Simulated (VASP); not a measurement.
A run of VASP 6.6.1 is set up as follows.

Contents of INCAR:

```
PREC = Accurate
ENCUT = 520
EDIFF = 1E-6
ISMEAR = -1
SIGMA = 0.02
LREAL = F
LASPH = T
NELM = 60
ALGO = Normal
ISIF = 2
LWAVE = F
LCHARG = F
GGA = PE
NBANDS = 11
```

The input KPOINTS:

```
Automatic mesh
0
Gamma
  10 10 10
```

POSCAR

```
AlN
1.0
    0.0000000000      2.0996231902      1.9631719216
    2.0996231902      0.0000000000      1.9631719216
    2.0996231902      2.0996231902      0.0000000000
Al N
1 1
Direct
    0.0000000000      0.0000000000      0.0000000000
    0.5000000000      0.5000000000      0.5000000000
```

Potentials or basis: VASP PAW PBE potentials, release 64 (Al, N).

The run is started by

```sh
$ cat potpaw_PBE.64/Al/POTCAR potpaw_PBE.64/N/POTCAR > POTCAR
$ mpirun -np 1 vasp_std > vasp.out
```

Q: What does it give for the pressure?

A: -4.5 GPa.

Q: Predict the band gap on the k mesh.

A: 3.71 eV, indirect (least direct gap 4.80 eV).

Stress tensor (GPa, compression positive):
```
-9.96  0.00  0.00
 0.00 -9.96  0.00
 0.00  0.00  6.50
```

Caveat: the cell differs from its parent crystal (epitaxial xy strain +4.0%). A k mesh can miss the band edges.
